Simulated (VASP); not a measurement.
Set up this calculation in VASP 6.6.1, as the native input.

```
Task                   : single point
Functional             : PBE
Potentials or basis    : VASP PAW PBE potentials, release 64 (Cd, Se, S)
Cutoff                 : 520 eV
k mesh                 : 12 × 12 × 4
Occupations            : gaussian, width 0.02 eV
Spin                   : no spin polarisation
Dipole correction      : no
Further INCAR settings : ALGO = Normal; EDIFF = 1e-07; NBANDS = 36
```

The structure of Cd3Se2S lies in POSCAR:

```
Cd3Se2S
1.0
    4.3155830547      0.0000000000      0.0000000000
   -2.1577915274      3.7374045575      0.0000000000
    0.0000000000      0.0000000000     10.5861013924
Cd Se S
3 2 1
Direct
    0.0000000000      0.0000000000      1.0002903371
    0.3333333333      0.6666666667      0.6578385609
    0.6666666667      0.3333333333      0.3424175690
    0.3333333333      0.6666666667      0.9113255811
    0.0000000000      0.0000000000      0.2531820092
    0.6666666667      0.3333333333      0.5849459427
```

These files were run (other wordings do the same):

INCAR

```
SYSTEM = Cd3Se2S
ALGO = Normal
EDIFF = 1E-7
ENCUT = 520
GGA = PE
ISIF = 2
ISMEAR = 0
LASPH = .TRUE.
LCHARG = .FALSE.
LREAL = .FALSE.
LWAVE = .FALSE.
NBANDS = 36
NELM = 80
PREC = Accurate
SIGMA = 0.02
```

KPOINTS

```
k-points
0
G
  12 12 4
  0 0 0
```

Potentials or basis: VASP PAW PBE potentials, release 64 (Cd, Se, S).

Launch:

```console
$ cat potpaw_PBE.64/Cd/POTCAR potpaw_PBE.64/Se/POTCAR potpaw_PBE.64/S/POTCAR > POTCAR
$ mpirun -np 1 vasp_std > vasp.out
```

It gave:

- Pressure: 0.3 GPa
- Largest force: 0.006 eV/Å
- Band gap on the k mesh: 0.56 eV

Caveat: semilocal functionals underestimate gaps, and a narrow one can read as zero.

It took 6.2 min on 1 thread of Intel(R) Xeon(R) Platinum 8488C (Sapphire Rapids), on a shared host, peak memory 0.51 GiB.
